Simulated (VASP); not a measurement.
Input of a VASP 6.6.1 run:

Contents of INCAR:

```
ALGO = Normal
EDIFF = 1E-6
EDIFFG = -0.01
ENCUT = 600
GGA = PE
IBRION = 2
ISIF = 3
ISMEAR = 0
LASPH = True
LCHARG = False
LREAL = False
LWAVE = False
NELM = 100
NSW = 100
PREC = Accurate
SIGMA = 0.1
```

The input KPOINTS:

```
k-points
0
Gamma
  16 12 12
```

Contents of POSCAR:

```
WC3
1.0
    2.8632745201      0.0000000000      0.0000000000
    0.0000000000      3.7221677902      0.0000000000
    0.0000000000      0.0000000000      3.7762621407
W C
1 3
Direct
    0.0000000000      0.5000000000      0.0203942405
    0.5000000000      0.5000000000      0.5641566588
    0.5000000000      0.1910367357      0.3086402905
    0.5000000000      0.8089632643      0.3086402905
```

Potentials or basis: VASP PAW PBE potentials, release 64 (W_sv, C).

The run is started by

```console
$ cat potpaw_PBE.64/W_sv/POTCAR potpaw_PBE.64/C/POTCAR > POTCAR
$ mpirun -np 1 vasp_std > vasp.out
```

Q: What does it give for the relaxed cell?

A: a = 2.858 Å, b = 3.728 Å, c = 3.787 Å, α = 90.00°, β = 90.00°, γ = 90.00°.

Q: Estimate the band gap on the k mesh.

A: Zero (band 13 reaches 8.44 eV, above the bottom of band 14 at 7.10 eV).

Q: Predict the relaxed volume.

A: 10.09 Å³/atom.

Forces in eV/Å, atoms in the order of the input:
```
W    0.000  0.000  0.001
C    0.000  0.000  0.004
C    0.000  0.001 -0.002
C    0.000 -0.001 -0.002
```

Caveat: spin-orbit coupling is left out, which moves the levels of the heavy elements.
